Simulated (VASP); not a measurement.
Runs of VASP 6.6.1 on P. The structure is that of space group P6/mmm (No. 191), or close to it. The cells are those of the table. 

| cell | k mesh | gap on the mesh (eV) | pressure (GPa) |
| --- | --- | --- | --- |
| a = 4.645, b = 4.645, c = 2.616 Å, angles 90.0, 90.0, 120.0°, 3 atoms | 9 × 9 × 14 | none | (b) |
| a = 4.472, b = 4.472, c = 2.519 Å, angles 90.0, 90.0, 120.0°, 3 atoms | 9 × 9 × 14 | none | -0.6 |
| a = 4.531, b = 4.531, c = 2.552 Å, angles 90.0, 90.0, 120.0°, 3 atoms | 9 × 9 × 14 | none | -3.9 |
| a = 4.472, b = 4.472, c = 2.519 Å, angles 90.0, 90.0, 120.0°, 3 atoms | 11 × 11 × 16 | none | -0.6 |
| a = 4.412, b = 4.412, c = 2.485 Å, angles 90.0, 90.0, 120.0°, 3 atoms | 9 × 9 × 14 | none | (a) |
| a = 4.286, b = 4.286, c = 2.414 Å, angles 90.0, 90.0, 120.0°, 3 atoms | 9 × 9 × 14 | none | 14.3 |
| a = 4.589, b = 4.589, c = 2.585 Å, angles 90.0, 90.0, 120.0°, 3 atoms | 9 × 9 × 14 | none | -6.5 |
| a = 4.350, b = 4.350, c = 2.450 Å, angles 90.0, 90.0, 120.0°, 3 atoms | 9 × 9 × 14 | none | 8.3 |

Alike in all rows: task single point; level revPBE; potentials or basis VASP PAW PBE potentials, release 64 (P); no spin polarisation; cutoff (eV) 520; smearing fermi-dirac 0.1 eV.

Estimate the missing entries.

(a) 3.4; (b) -8.6.

Caveats: the PAW data sets were made with another functional, which shifts forces and pressure a little.

A gap of «none» marks levels without a gap at the run's occupations.
